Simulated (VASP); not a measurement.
# SiC (Moissanite 3C) (F-43m) in VASP: a series of runs, part 2 of 2

VASP 6.6.1. The steps go on from the part before.

## (4) Single point, PBE (volume scaled by 0.96, then relaxed in part)

The input, INCAR:

```
PREC = Accurate ; ENCUT = 520
EDIFF = 1E-6 ; ISMEAR = -1
SIGMA = 0.02 ; LREAL = False
LASPH = True ; NELM = 80
ALGO = Normal ; ISIF = 2
LWAVE = False ; LCHARG = True
GGA = PE ; LELF = True
LVHAR = True ; NBANDS = 11
```

The input, KPOINTS:

```
regular mesh
0
Gamma
  17 17 17
```

The input, POSCAR:

```
SiC
1.0
    0.0000000000      2.1495504440      2.1495504440
    2.1495504440      0.0000000000      2.1495504440
    2.1495504440      2.1495504440      0.0000000000
Si C
1 1
Direct
    0.0000000000      0.0000000000      0.0000000000
    0.2500000000      0.2500000000      0.2500000000
```

Potentials or basis: VASP PAW PBE potentials, release 64 (Si, C).

The run is started by

```console
cat potpaw_PBE.64/Si/POTCAR potpaw_PBE.64/C/POTCAR > POTCAR
mpirun -np 1 vasp_std > vasp.out
```

OUTCAR:

```text
PREC = Accurate
   ENCUT = 520
   EDIFF = 1E-6
   ISMEAR = -1
   LREAL = False
   LASPH = True
   NELM = 80
   ISIF = 2
   GGA = PE

 ion  position               nearest neighbor table
   1  0.000  0.000  0.000-   2 1.86   2 1.86   2 1.86   2 1.86
   2  0.250  0.250  0.250-   1 1.86   1 1.86   1 1.86   1 1.86

  LATTYP: Found a face centered cubic cell.
 ALAT       =     4.2991008880

  Lattice vectors:

 A1 = (   0.0000000000,   2.1495504440,   2.1495504440)
 A2 = (   2.1495504440,   0.0000000000,   2.1495504440)
 A3 = (   2.1495504440,   2.1495504440,   0.0000000000)

Analysis of symmetry for initial positions (statically):
=====================================================================
 Subroutine PRICEL returns:
 Original cell was already a primitive cell.

 Routine SETGRP: Setting up the symmetry group for a
 face centered cubic supercell.

 Subroutine GETGRP returns: Found 24 space group operations
 (whereof 24 operations were pure point group operations)
 out of a pool of 48 trial point group operations.

The static configuration has the point symmetry T_d .

Analysis of symmetry for dynamics (positions and initial velocities):
=====================================================================
 Subroutine PRICEL returns:
 Original cell was already a primitive cell.

 Routine SETGRP: Setting up the symmetry group for a
 face centered cubic supercell.

 Subroutine GETGRP returns: Found 24 space group operations
 (whereof 24 operations were pure point group operations)
 out of a pool of 48 trial point group operations.

The dynamic configuration has the point symmetry T_d .

 Subroutine INISYM returns: Found 24 space group operations
 (whereof 24 operations are pure point group operations),
 and found     1 'primitive' translations

----------------------------------------------------------------------------------------

[... 111 lines left out ...]
     AMIX     =   0.40;   BMIX     =  1.00
     AMIX_MAG =   1.60;   BMIX_MAG =  1.00
  volume/ion in A,a.u.               =       9.93        67.03
  Fermi-wavevector in a.u.,A,eV,Ry     =   1.208965  2.284613 19.886237  1.461597
  Thomas-Fermi vector in A             =   2.344557
   LORBIT       =      0    0 simple, 1 ext, 2 COOP (PROOUT), +10 PAW based schemes
   GGA     = PE    functional components
   LHFCALC =     F    Hartree Fock is set to
   AEXX    =    0.0000 exact exchange contribution
   IVDW    =     0    specifies the selected vdW correction
   LEPSILON=     F    determine dielectric tensor
   LRPA    =     F    only Hartree local field effects (RPA)
 non-spin polarized calculation
  energy-cutoff  :      520.00
  volume of cell :       19.86
 maximum number of plane-waves:       548
   NGX = 11   NGY = 11   NGZ = 11

 number of electron       7.9999999 magnetization

 Free energy of the ion-electron system (eV)
  ---------------------------------------------------
  ext. energy  EPLUGINS =         0.00000000
  ---------------------------------------------------
  free energy    TOTEN  =       -15.01622778 eV

  energy without entropy =      -15.01622778  energy(sigma->0) =      -15.01622778

 E-fermi :   8.9374     XC(G=0): -11.5355

 val. band max:        8.5713091046   @ k =   0.0000   0.0000   0.0000
 cond. band min:       9.9318940039   @ k =   0.4706   0.4706   0.0000
 fundamental gap:      1.3605848993
 Fermi energy:         8.9374353272

 k-point     1 :       0.0000    0.0000    0.0000
  band No.  band energies     occupation
      1      -7.1560      2.00000
      2       8.5713      2.00000
      3       8.5713      2.00000
      4       8.5713      2.00000
      5      15.2858      0.00000
      6      16.1687      0.00000
      7      16.1687      0.00000
      8      16.1687      0.00000
      9      23.3201      0.00000
     10      23.3201      0.00000
     11      25.6949      0.00000
[... 309 lines left out ...]
 k-point    24 :      -0.1176    0.0588    0.0000
  band No.  band energies     occupation
      1      -6.7153      2.00000
      2       6.7699      2.00000
      3       7.8905      2.00000
      4       8.4823      2.00000
      5      15.5842      0.00000
      6      16.3897      0.00000
      7      16.4537      0.00000
      8      17.2856      0.00000
      9      21.1908      0.00000
     10      22.3691      0.00000
     11      25.5155      0.00000

 [... further k-points ...]
[... 5 lines left out ...]
  --------------------------------------------------------------------------------------
  -------------------------------------------------------------------------------------
  Total        1.6289638      1.6289638      1.6289638      0.0000000      0.0000000      0.0000000
  in kB      131.3860018    131.3860018    131.3860018      0.0000000      0.0000000      0.0000000
  external PRESSURE =     131.3860018 kB  Pullay stress =       0.0000000 kB

 VOLUME and BASIS-vectors are now :
 -----------------------------------------------------------------------------
  energy-cutoff  :      520.00
  volume of cell :       19.86
      direct lattice vectors                 reciprocal lattice vectors
     0.000000000  2.149550444  2.149550444    -0.232606777  0.232606777  0.232606777
     2.149550444  0.000000000  2.149550444     0.232606777 -0.232606777  0.232606777
     2.149550444  2.149550444  0.000000000     0.232606777  0.232606777 -0.232606777

 POSITION                                       TOTAL-FORCE (eV/Angst)
 -----------------------------------------------------------------------------------
      0.00000      0.00000      0.00000        -0.000000      0.000000     -0.000000
      1.07478      1.07478      1.07478         0.000000     -0.000000      0.000000
 -----------------------------------------------------------------------------------
    total drift:                                0.000000      0.000000      0.000000

  FREE ENERGIE OF THE ION-ELECTRON SYSTEM (eV)
  ---------------------------------------------------
  free  energy   TOTEN  =       -15.0162277757 eV

  energy  without entropy=      -15.0162277757  energy(sigma->0) =      -15.01622778
```

stdout:

```text
POSCAR found type information on POSCAR SiC
 POSCAR found :  2 types and       2 ions
 scaLAPACK will be used
 LDA part: xc-table for (Slater+PW92), standard interpolation
 POSCAR, INCAR and KPOINTS ok, starting setup
 FFT: planning ... GRIDC
 FFT: planning ... GRID_SOFT
 FFT: planning ... GRID
 WAVECAR not read
 entering main loop
```

Wall time 31 s (1 thread of Intel Xeon Platinum 8259CL at 2.50GHz (Skylake/Cascade Lake), shared host); peak memory 0.15 GiB.

What came out:

```yaml
Free_energy: -15.0162 eV
Pressure: 13.1 GPa
Band_gap_on_the_k_mesh: 1.36 eV, indirect (least direct gap 4.61 eV)
```

Levels at points of the mesh, in eV from the valence-band top:
```
           k point  band 2  band 3  band 4  band 5  band 6  band 7
(0.00, 0.00, 0.00)    0.00    0.00    0.00    6.71    7.60    7.60
```

 A k mesh can miss the band edges.

## (5) Summary

| task | cell | gap on the mesh (eV) | pressure (GPa) |
| --- | --- | --- | --- |
| relaxation of the atoms | atoms relaxed from a = 3.061 Å, angles 60.0°, 2 atoms | 1.38 | 7.9 |
| single point | a = 3.019 Å, angles 60.0°, 2 atoms | 1.34 | 18.9 |
| single point | a = 3.040 Å, angles 60.0°, 2 atoms | 1.36 | 13.1 |

Alike in all rows: level PBE; potentials or basis VASP PAW PBE potentials, release 64 (Si, C); no spin polarisation; k mesh 17 × 17 × 17; cutoff (eV) 520; smearing fermi-dirac 0.02 eV.

Caveats: the relaxation stopped at its first step, so nothing moved (some runs).

Absolute energies hang on the potentials; compare differences alone.
